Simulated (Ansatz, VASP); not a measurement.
SiC: VASP beside Ansatz

File INCAR:

```
ALGO = Normal ; EDIFF = 1E-6
ENCUT = 520 ; GGA = PE
ISIF = 2 ; ISMEAR = 0
LASPH = True ; LCHARG = True
LELF = True ; LREAL = False
LVHAR = True ; LWAVE = False
NBANDS = 16 ; NELM = 80
PREC = Accurate ; SIGMA = 0.05
```

The input KPOINTS:

```
k-points
0
Gamma
  12 12 6
```

POSCAR

```
SiC
1.0
    3.1200190218      0.0000000000      0.0000000000
   -1.5600095109      2.7020157332      0.0000000000
    0.0000000000      0.0000000000      4.9832943816
Si C
2 2
Direct
    0.3333333333      0.6666666667      0.0045639005
    0.6666666667      0.3333333333      0.5045639005
    0.3333333333      0.6666666667      0.4251748739
    0.6666666667      0.3333333333      0.9251748739
```

Input for Ansatz:

```yaml
crystal:
  lattice:
    - [3.1200190218, 0.0, 0.0]
    - [-1.5600095109, 2.7020157332, 0.0]
    - [0.0, 0.0, 4.9832943816]
  atoms:
    - { symbol: Si, position: [0.3333333333, 0.6666666667, 0.0045639005] }
    - { symbol: Si, position: [0.6666666667, 0.3333333333, 0.5045639005] }
    - { symbol: C, position: [0.3333333333, 0.6666666667, 0.4251748739] }
    - { symbol: C, position: [0.6666666667, 0.3333333333, 0.9251748739] }
basis:
  ecutwfc: 520.0
kpoints:
  mp_grid: { grid: [12, 12, 6] }
hamiltonian:
  xc: pbe
  pseudopotentials: { kind: paw, azcp: { folder: soft_1 } }
scf:
  occupations: { method: gaussian, width: 0.05 }
output:
  forces: true
  stress: true
  eigenvalues: true
  write_density: true
  write_potential: true
  elf: true
  volumetric_format: npy
```

Alike in both runs: task single point; functional PBE; k mesh 12 × 12 × 6; occupations gaussian, width 0.05 eV; no spin polarisation.

|  | VASP | Ansatz |
| --- | --- | --- |
| version | VASP 6.6.1 | Ansatz 0.2.0 |
| potentials or method | VASP PAW PBE potentials, release 64 (Si, C), cutoff 520 eV | scalar-relativistic, plane waves, PAW |
| valence electrons in the cell | 16 | 16 |

Ansatz gave:

| Property | Result |
| --- | --- |
| gap on the k mesh at the Fermi level (eV) | 1.21 |
| least direct gap on the mesh (eV) | 2.94 |
| pressure (GPa) | 1.5 |
| traceless stress, the component that is largest in VASP (GPa) | -2.21 |
| rms of the force components (eV/Å) | 1.250 |

Task: Which values does VASP return?

Result: gap on the k mesh at the Fermi level (eV): 1.20; least direct gap on the mesh (eV): 2.94; pressure (GPa): 1.5; traceless stress, the component that is largest in VASP (GPa): -2.15; rms of the force components (eV/Å): 1.253.

Atom by atom the forces differ by 0.003 eV/Å (rms over components).
